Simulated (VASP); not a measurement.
# Ru (P6_3/mmc) in VASP: a series of runs, part 2 of 2

VASP 6.6.1. The steps go on from the part before.

### Step 4. Single point, HSE06

This run uses another cell than the first one, of 13.30 Å³/atom.

The input, POSCAR:

```
Ru
1.0
    2.6876397213      0.0000000000      0.0000000000
   -1.3438198606      2.3275642749      0.0000000000
    0.0000000000      0.0000000000      4.2531615502
Ru
2
Direct
    0.6666666667      0.3333333333      0.7500000000
    0.3333333333      0.6666666667      0.2500000000
```

The input, INCAR.step1:

```
PREC = Accurate
ENCUT = 520
EDIFF = 1E-5
ISMEAR = -1
SIGMA = 0.05
LREAL = False
LASPH = True
NELM = 100
ALGO = Normal
ISIF = 2
LWAVE = True
LCHARG = False
NBANDS = 21
GGA = PE
```

The input, INCAR.step2:

```
PREC = Accurate
ENCUT = 520
EDIFF = 1E-6
ISMEAR = -1
SIGMA = 0.05
LREAL = False
LASPH = True
NELM = 100
ALGO = Normal
ISIF = 2
LWAVE = False
LCHARG = False
GGA = PE
LHFCALC = True
HFSCREEN = 0.2079
PRECFOCK = Normal
NBANDS = 21
ISTART = 1
```

The input, KPOINTS:

```
regular mesh
0
Gamma
  6 6 3
```

Started as:

```console
cat potpaw_PBE.64/Ru_pv/POTCAR > POTCAR
cp INCAR.step1 INCAR
mpirun -np 1 vasp_std > vasp.out
cp INCAR.step2 INCAR
mpirun -np 1 vasp_std > vasp.out
```

Run time: 10 min. Hardware: 1 thread of Intel Xeon 6975P-C (Granite Rapids), shared host; peak memory 0.25 GiB.

Results (log left out):

- Free energy: -21.6212 eV
- Pressure: -1.4 GPa
- Band gap on the k mesh: zero (bands 14 and 15 overlap by 3.86 eV)

Stress tensor (GPa, compression positive):
```
 1.11  0.00  0.00
 0.00  1.11  0.00
 0.00  0.00 -6.36
```

Levels at points of the mesh, in eV from the Fermi level:
```tsv
k point	band 12	band 13	band 14	band 15	band 16	band 17
(0.00, 0.00, 0.00)	-2.44	-2.44	-1.88	-1.88	1.43	1.47
(0.50, 0.00, 0.00)	-2.04	-1.83	1.83	2.28	2.32	4.84
```

Caveat: the k points lie up to 0.49 Å⁻¹ apart, too coarse for converged energies and pressures of a metal; the PAW data sets were made with another functional, which shifts forces and pressure a little.

### Step 5. Single point, HSE06

The input, POSCAR:

```
Ru
1.0
    2.7058000000      0.0000000000      0.0000000000
   -1.3529000000      2.3432915376      0.0000000000
    0.0000000000      0.0000000000      4.2819000000
Ru
2
Direct
    0.6666666667      0.3333333333      0.7500000000
    0.3333333333      0.6666666667      0.2500000000
```

The input, INCAR.step1:

```
PREC = Accurate ; ENCUT = 520
EDIFF = 1E-5 ; ISMEAR = -1
SIGMA = 0.05 ; LREAL = False
LASPH = True ; NELM = 100
ALGO = Normal ; ISIF = 2
LWAVE = True ; LCHARG = False
GGA = PE ; NBANDS = 21
```

The input, INCAR.step2:

```
PREC = Accurate ; ENCUT = 520
EDIFF = 1E-6 ; ISMEAR = -1
SIGMA = 0.05 ; LREAL = False
LASPH = True ; NELM = 100
ALGO = Normal ; ISIF = 2
LWAVE = False ; LCHARG = False
GGA = PE ; LHFCALC = True
HFSCREEN = 0.2079 ; PRECFOCK = Normal
ISTART = 1 ; NBANDS = 21
```

The input, KPOINTS:

```
Automatic mesh
0
Gamma
  6 6 3
```

Potentials or basis: VASP PAW PBE potentials, release 64 (Ru_pv).

Started as:

```console
cat potpaw_PBE.64/Ru_pv/POTCAR > POTCAR
cp INCAR.step1 INCAR
mpirun -np 1 vasp_std > vasp.out
cp INCAR.step2 INCAR
mpirun -np 1 vasp_std > vasp.out
```

OUTCAR:

```text
PREC = Accurate
   ENCUT = 520
   EDIFF = 1E-6
   ISMEAR = -1
   LREAL = False
   LASPH = True
   NELM = 100
   ISIF = 2
   GGA = PE
   LHFCALC = True
   HFSCREEN = 0.2079
   PRECFOCK = Normal
   ISTART = 1

 ion  position               nearest neighbor table
   1  0.667  0.333  0.750-   2 2.65   2 2.65   2 2.65   2 2.65   2 2.65   2 2.65
   2  0.333  0.667  0.250-   1 2.65   1 2.65   1 2.65   1 2.65   1 2.65   1 2.65

  LATTYP: Found a hexagonal cell.
 ALAT       =     2.7058000000
 C/A-ratio  =     1.5824894671

  Lattice vectors:

 A1 = (   2.7058000000,   0.0000000000,   0.0000000000)
 A2 = (  -1.3529000000,   2.3432915376,   0.0000000000)
 A3 = (   0.0000000000,   0.0000000000,   4.2819000000)

Analysis of symmetry for initial positions (statically):
=====================================================================
 Subroutine PRICEL returns:
 Original cell was already a primitive cell.

 Routine SETGRP: Setting up the symmetry group for a
 hexagonal supercell.

 Subroutine GETGRP returns: Found 24 space group operations
 (whereof 12 operations were pure point group operations)
 out of a pool of 24 trial point group operations.

The static configuration has the point symmetry D_3d.
 The point group associated with its full space group is D_6h.

Analysis of symmetry for dynamics (positions and initial velocities):
=====================================================================
 Subroutine PRICEL returns:
 Original cell was already a primitive cell.

 Routine SETGRP: Setting up the symmetry group for a
 hexagonal supercell.

 Subroutine GETGRP returns: Found 24 space group operations
 (whereof 12 operations were pure point group operations)
 out of a pool of 24 trial point group operations.

The dynamic configuration has the point symmetry D_3d.
 The point group associated with its full space group is D_6h.

 Subroutine INISYM returns: Found 24 space group operations
 (whereof 12 operations are pure point group operations),
 and found     1 'primitive' translations

----------------------------------------------------------------------------------------

                                     Primitive cell

  volume of cell :      27.1493

  direct lattice vectors                    reciprocal lattice vectors
     2.705800000  0.000000000  0.000000000     0.369576465  0.213375072  0.000000000
    -1.352900000  2.343291538  0.000000000     0.000000000  0.426750144  0.000000000
     0.000000000  0.000000000  4.281900000     0.000000000  0.000000000  0.233541185

  length of vectors
     2.705800000  2.705800000  4.281900000     0.426750144  0.426750144  0.233541185

  position of ions in fractional coordinates (direct lattice)
     0.666666667  0.333333333  0.750000000
     0.333333333  0.666666667  0.250000000

  ion indices of the primitive-cell ions
   primitive index   ion index
                 1           1
                 2           2
[... 29 lines left out ...]
  0.000000  0.000000  0.000000      1.000000
  0.166667  0.000000  0.000000      6.000000
  0.333333  0.000000  0.000000      6.000000
  0.500000  0.000000  0.000000      3.000000
  0.166667  0.166667  0.000000      6.000000
  0.333333  0.166667  0.000000     12.000000
  0.333333  0.333333  0.000000      2.000000
  0.000000  0.000000  0.333333      2.000000
  0.166667  0.000000  0.333333     12.000000
  0.333333  0.000000  0.333333     12.000000
  0.500000  0.000000  0.333333      6.000000
  0.166667  0.166667  0.333333     12.000000
  0.333333  0.166667  0.333333     24.000000
  0.333333  0.333333  0.333333      4.000000
   k-points           NKPTS =     14   k-points in BZ     NKDIM =    108   number of bands    NBANDS=     21
   number of dos      NEDOS =    301   number of ions     NIONS =      2
   total plane-waves  NPLWV =  12800
   dimension x,y,z NGX =    20 NGY =   20 NGZ =   32
   dimension x,y,z NGXF=    40 NGYF=   40 NGZF=   64
   ions per type =               2
   NGX,Y,Z   is equivalent  to a cutoff of  12.29, 12.29, 12.42 a.u.
   NGXF,Y,Z  is equivalent  to a cutoff of  24.58, 24.58, 24.85 a.u.
 SYSTEM =  unknown system
   PREC   = accura    normal or accurate (medium, high low for compatibility)
   ISTART =      1    job   : 0-new  1-cont  2-samecut
   ICHARG =      0    charge: 1-file 2-atom 10-const
   ISPIN  =      1    spin polarized calculation?
   LNONCOLLINEAR =      F non collinear calculations
   LSORBIT =      F    spin-orbit coupling
   LASPH  =      T    aspherical Exc in radial PAW
   ENCUT  =  520.0 eV  38.22 Ry    6.18 a.u.   5.03  5.03  7.96*2*pi/ulx,y,z
   NELM   =    100;   NELMIN=  2; NELMDL=  0     # of ELM steps
   EDIFF  = 0.1E-05   stopping-criterion for ELM
   LREAL  =      F    real-space projection
   EDIFFG = 0.1E-04   stopping-criterion for IOM
   NSW    =      0    number of steps for IOM
   IBRION =     -1    ionic relax: 0-MD 1-quasi-New 2-CG
   NFREE  =      0    steps in history (QN), initial steepest desc. (CG)
   ISIF   =      2    stress and relaxation
   ISYM   =      3    0-nonsym 1-usesym 2-fastsym
   POTIM  = 0.5000    time-step for ionic-motion
   TEBEG  =    0.0;   TEEND  =   0.0 temperature during run
   PSTRESS=    0.0 pullay stress
   NELECT =      28.0000    total number of electrons
   NUPDOWN=      -1.0000    fix difference up-down
   EMIN   =  10.00;   EMAX   =-10.00  energy-range for DOS
   EFERMI =   0.00;   METHOD = LEGACY
   ISMEAR =    -1;   SIGMA  =   0.05  broadening in eV -4-tet -1-fermi 0-gaus
   EFERMI_NEDOS =   21; number of points for ismear=-14 and -15
   IALGO  =     38    algorithm
   IMIX   =      1    mixing-type and parameters
     AMIX     =   0.40;   BMIX     =  1.00
     AMIX_MAG =   1.60;   BMIX_MAG =  1.00
  volume/ion in A,a.u.               =      13.57        91.61
  Fermi-wavevector in a.u.,A,eV,Ry     =   1.654022  3.125649 37.222674  2.735789
  Thomas-Fermi vector in A             =   2.742361
   LORBIT       =      0    0 simple, 1 ext, 2 COOP (PROOUT), +10 PAW based schemes
   GGA     = PE    functional components
   LHFCALC =     T    Hartree Fock is set to
   PRECFOCK=normal    Normal, Fast or Accurate (Low or Medium for compatibility)
   ENCUT4O =  -1.0   cutoff for four orbital integrals eV
   NKREDX  =     1    reduce k-point grid by
   NKREDY  =     1    reduce k-point grid by
   NKREDZ  =     1    reduce k-point grid by
   AEXX    =    0.2500 exact exchange contribution
   HFSCREEN=    0.2079 screening length (either q_TF or 0.3 A-1)
   HFSCREENC=   0.2079 screening length for correlation (either q_TF or 0.3 A-1)
   ENCUTFOCK=  -1.0 apply spherical cutoff to Coloumb kernel
   IVDW    =     0    specifies the selected vdW correction
   LEPSILON=     F    determine dielectric tensor
   LRPA    =     F    only Hartree local field effects (RPA)
 non-spin polarized calculation
  energy-cutoff  :      520.00
  volume of cell :       27.15
 maximum number of plane-waves:       756
 NGX is ok and might be reduce to    20
  NGX = 16; NGY = 16; NGZ = 28

 number of electron      28.0000008 magnetization

 Free energy of the ion-electron system (eV)
  ---------------------------------------------------
  ext. energy  EPLUGINS =         0.00000000
  ---------------------------------------------------
  free energy    TOTEN  =       -21.60545014 eV

  energy without entropy =      -21.59539813  energy(sigma->0) =      -21.60042413

 E-fermi :  12.4998     XC(G=0): -11.4761

 val. band max:       12.4734978340   @ k =   0.1667   0.1667   0.0000
 cond. band min:      12.5930340346   @ k =   0.1667   0.0000   0.3333
 fundamental gap:      0.1195362007
 Fermi energy:        12.4998149368

 k-point     1 :       0.0000    0.0000    0.0000
  band No.  band energies     occupation
      1     -34.2898      2.00000
      2     -33.2173      2.00000
      3     -33.2173      2.00000
      4     -33.0196      2.00000
      5     -33.0195      2.00000
      6     -32.9557      2.00000
[... 325 lines left out ...]
     20      26.2041      0.00000
     21      26.2049      0.00000

------------------------ aborting loop because EDIFF is reached ----------------------------------------

  FORCE on cell =-STRESS in cart. coord.  units (eV):
  Direction    XX          YY          ZZ          XY          YZ          ZX
  --------------------------------------------------------------------------------------
  -------------------------------------------------------------------------------------
  Total       -0.9830023     -0.9830023     -2.2326851      0.0000000      0.0000000     -0.0000000
  in kB      -58.0104972    -58.0104972   -131.7587665      0.0000000      0.0000000     -0.0000000
  external PRESSURE =     -82.5932536 kB  Pullay stress =       0.0000000 kB

 VOLUME and BASIS-vectors are now :
 -----------------------------------------------------------------------------
  energy-cutoff  :      520.00
  volume of cell :       27.15
      direct lattice vectors                 reciprocal lattice vectors
     2.705800000  0.000000000  0.000000000     0.369576465  0.213375072  0.000000000
    -1.352900000  2.343291538  0.000000000     0.000000000  0.426750144  0.000000000
     0.000000000  0.000000000  4.281900000     0.000000000  0.000000000  0.233541185

 POSITION                                       TOTAL-FORCE (eV/Angst)
 -----------------------------------------------------------------------------------
      1.35290      0.78110      3.21143         0.000000     -0.000000      0.000000
     -0.00000      1.56219      1.07048        -0.000000      0.000000     -0.000000
 -----------------------------------------------------------------------------------
    total drift:                               -0.000000      0.000000      0.000000

  FREE ENERGIE OF THE ION-ELECTRON SYSTEM (eV)
  ---------------------------------------------------
  free  energy   TOTEN  =       -21.6054501371 eV

  energy  without entropy=      -21.5953981317  energy(sigma->0) =      -21.60042413
```

Wall time 14 min (1 thread of Intel Xeon 6975P-C (Granite Rapids), shared host); peak memory 0.25 GiB.

What came out:

| Property | Result |
| --- | --- |
| Free energy | -21.6055 eV |
| Pressure | -8.3 GPa |
| Band gap on the k mesh | zero (bands 14 and 15 overlap by 3.77 eV) |

Levels at points of the mesh, in eV from the Fermi level:
| k point | band 10 | band 11 | band 12 | band 13 | band 14 | band 15 | band 16 | band 17 | band 18 | band 19 |
| --- | --- | --- | --- | --- | --- | --- | --- | --- | --- | --- |
| (0.00, 0.00, 0.00) | -3.10 | -2.83 | -2.38 | -2.38 | -1.83 | -1.83 | 1.41 | 1.43 | 1.43 | 11.54 |
| (0.50, 0.00, 0.00) | -3.69 | -2.51 | -2.00 | -1.78 | 1.78 | 2.20 | 2.25 | 4.72 | 6.97 | 12.21 |

Caveat: the k points lie up to 0.49 Å⁻¹ apart, too coarse for converged energies and pressures of a metal; the PAW data sets were made with another functional, which shifts forces and pressure a little.

### Step 6. The runs side by side

```tsv
task	level	cell	k mesh	cutoff (eV)	grid for exact exchange (PRECFOCK)	share of exact exchange	screening parameter	gap on the mesh (eV)	pressure (GPa)	relaxed volume (Å³/atom)
relaxation of cell and atoms	BLYP	relaxed from a = 2.706, b = 2.706, c = 4.282 Å, angles 90.0, 90.0, 120.0°, 2 atoms	11 × 11 × 6	600	-	-	-	none	0.0	14.45
relaxation of cell and atoms	r2SCAN	relaxed from a = 2.706, b = 2.706, c = 4.282 Å, angles 90.0, 90.0, 120.0°, 2 atoms	11 × 11 × 6	600	-	-	-	none	0.0	13.56
single point	HSE06	a = 2.688, b = 2.688, c = 4.253 Å, angles 90.0, 90.0, 120.0°, 2 atoms	6 × 6 × 3	520	Normal	0.25	0.2079 1/Å	none	-1.4	-
single point	HSE06	a = 2.706, b = 2.706, c = 4.282 Å, angles 90.0, 90.0, 120.0°, 2 atoms	6 × 6 × 3	520	Normal	0.25	0.2079 1/Å	none	-8.3	-
```

Alike in all rows: potentials or basis VASP PAW PBE potentials, release 64 (Ru_pv); no spin polarisation; smearing fermi-dirac 0.05 eV.

Caveats: some runs use coarse meshes; the PAW data sets were made with another functional, which shifts forces and pressure a little.

Total energies depend on the potentials used, so only differences within one code and one set of settings carry meaning.
